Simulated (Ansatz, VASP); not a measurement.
**BaTiO3 in VASP and in Ansatz**

```xyz
5
Lattice="2.7895 1.6105 2.2864 -2.7895 1.6105 2.2864 0.0000 -3.2210 2.2864" Properties=species:S:1:pos:R:3 pbc="T T T"
Ba    0.0000    0.0000    0.0000
Ti    0.0000    0.0000    3.5256
O     0.0000   -1.5780    4.4921
O    -1.3666    0.7890    4.4921
O     1.3666    0.7890    4.4921
```

Change from the starting cell: volume scaled by 0.96, crystal datasets.

Alike in both runs: task electric field gradients; functional LDA; k mesh 9 × 9 × 9; occupations fermi-dirac, width 0.05 eV; no spin polarisation.

|  | VASP | Ansatz |
| --- | --- | --- |
| version | VASP 6.6.1 | Ansatz 0.2.0 |
| potentials or method | VASP PAW LDA potentials, release 64 (Ba_sv, Ti_sv, O), cutoff 520 eV | all-electron PAW with datasets made for the crystal, scalar-relativistic |

VASP gave:

```
gap on the k mesh at the Fermi level (eV)                     : 2.40
pressure (GPa)                                                : 3.7
traceless stress, the component that is largest in VASP (GPa) : -0.48
rms of the force components (eV/Å)                            : 0.220
size of Vzz on the site where it differs most (V/Å²)          : 14.1
```

Q: Which values does Ansatz return?

A: gap on the k mesh at the Fermi level (eV): 2.46; pressure (GPa): 1.3; traceless stress, the component that is largest in VASP (GPa): -0.41; rms of the force components (eV/Å): 0.183; size of Vzz on the site where it differs most (V/Å²): 14.6.

LDA's correlation is that of Perdew and Zunger in VASP and of Perdew and Wang (1992) in Ansatz. Atom by atom the forces differ by 0.042 eV/Å (rms over components). Ansatz ran all-electron here, and VASP with PAW potentials.

Neither program's run includes spin-orbit coupling.
